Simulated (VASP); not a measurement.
Set up this calculation in VASP 6.6.1, as the native input.

| Property | Result |
| --- | --- |
| Task | single point |
| Functional | PBEsol |
| Potentials or basis | VASP PAW PBE potentials, release 64 (W_sv) |
| Cutoff | 520 eV |
| k mesh | 10 × 10 × 10 |
| Occupations | fermi-dirac, width 0.15 eV |
| Spin | no spin polarisation |
| Dipole correction | no |
| Further INCAR settings | ALGO = Normal; EDIFF = 1e-06; NBANDS = 13 |

The structure of W lies in POSCAR:

```
W
1.0
    0.0000000000      2.0827507031      2.0827507031
    2.0827507031      0.0000000000      2.0827507031
    2.0827507031      2.0827507031      0.0000000000
W
1
Direct
    0.0000000000      0.0000000000      0.0000000000
```

One way to write it, as run:

INCAR

```
PREC     = Accurate       # precision mode
ENCUT    = 520            # plane-wave cutoff, eV
EDIFF    = 1E-6           # SCF threshold, eV
ISMEAR   = -1             # smearing method
SIGMA    = 0.15           # smearing width, eV
LREAL    = False          # projectors in reciprocal space
LASPH    = True           # aspherical terms in the spheres
NELM     = 100            # most SCF steps
ALGO     = Normal         # electronic algorithm
ISIF     = 2              # what is computed and relaxed
LWAVE    = False          # write WAVECAR
LCHARG   = True           # write CHGCAR
GGA      = PS             # functional
LELF     = True           # ELF
LVHAR    = True         
NBANDS   = 13             # bands
```

KPOINTS

```
regular mesh
0
Gamma
  10 10 10
```

Potentials or basis: VASP PAW PBE potentials, release 64 (W_sv).

The run is started by

```bash
$ cat potpaw_PBE.64/W_sv/POTCAR > POTCAR
$ mpirun -np 1 vasp_std > vasp.out
```

Results of the run:

* Pressure: -27.9 GPa
* Band gap on the k mesh: zero (band 7 reaches 11.65 eV, above the bottom of band 8 at 8.59 eV)

Caveat: the PAW data sets were made with another functional, which shifts forces and pressure a little; spin-orbit coupling is left out, which moves the levels of the heavy elements.

Wall time 12 s on 1 thread of AMD EPYC 7R13, on a shared host, peak memory 0.11 GiB.
